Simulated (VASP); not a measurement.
Write the native input for VASP 6.6.1 that does the following.

```
Task                   : single point
Functional             : PBE
Dispersion             : D3(BJ)
Potentials or basis    : VASP PAW PBE potentials, release 64 (Mo_sv, S)
Cutoff                 : 520 eV
k mesh                 : 12 × 12 × 4
Occupations            : gaussian, width 0.05 eV
Spin                   : no spin polarisation
Dipole correction      : no
Further INCAR settings : ALGO = Normal; EDIFF = 1e-06; NBANDS = 35
```

The structure of MoS2 lies in POSCAR:

```
MoS2
1.0
    3.2438316561      0.0000000000      0.0000000000
   -1.6219158280      2.8092406197      0.0000000000
    0.0000000000      0.0000000000     12.2721151994
Mo S
2 4
Direct
    0.3333333333      0.6666666667      0.2500000000
    0.6666666667      0.3333333333      0.7500000000
    0.3333333333      0.6666666667      0.6204905687
    0.6666666667      0.3333333333      0.1204905687
    0.3333333333      0.6666666667      0.8795094313
    0.6666666667      0.3333333333      0.3795094313
```

This cell differs from its parent crystal: strain +0.030 along x and y, +0.015 along z.

One way to write it, as run:

INCAR

```
PREC = Accurate
ENCUT = 520
EDIFF = 1E-6
ISMEAR = 0
SIGMA = 0.05
LREAL = False
LASPH = True
NELM = 100
ALGO = Normal
ISIF = 2
LWAVE = False
LCHARG = False
GGA = PE
IVDW = 12
NBANDS = 35
```

KPOINTS

```
regular mesh
0
Gamma
  12 12 4
```

Potentials or basis: VASP PAW PBE potentials, release 64 (Mo_sv, S).

The run is started by

```bash
$ cat potpaw_PBE.64/Mo_sv/POTCAR potpaw_PBE.64/S/POTCAR > POTCAR
$ mpirun -np 1 vasp_std > vasp.out
```

Results of the run:

The pressure is -9.7 GPa. The largest force is 0.917 eV/Å and the band gap on the k mesh is 0.82 eV (least direct gap 1.48 eV). The dispersion energy per atom is -0.405 eV.

Caveat: the cell differs from its parent crystal (strain +0.030 along x and y, +0.015 along z); the cell stands under tension.

It took 71 s on 1 thread of Intel(R) Xeon(R) 6975P-C (Granite Rapids), on a shared host, peak memory 0.34 GiB.
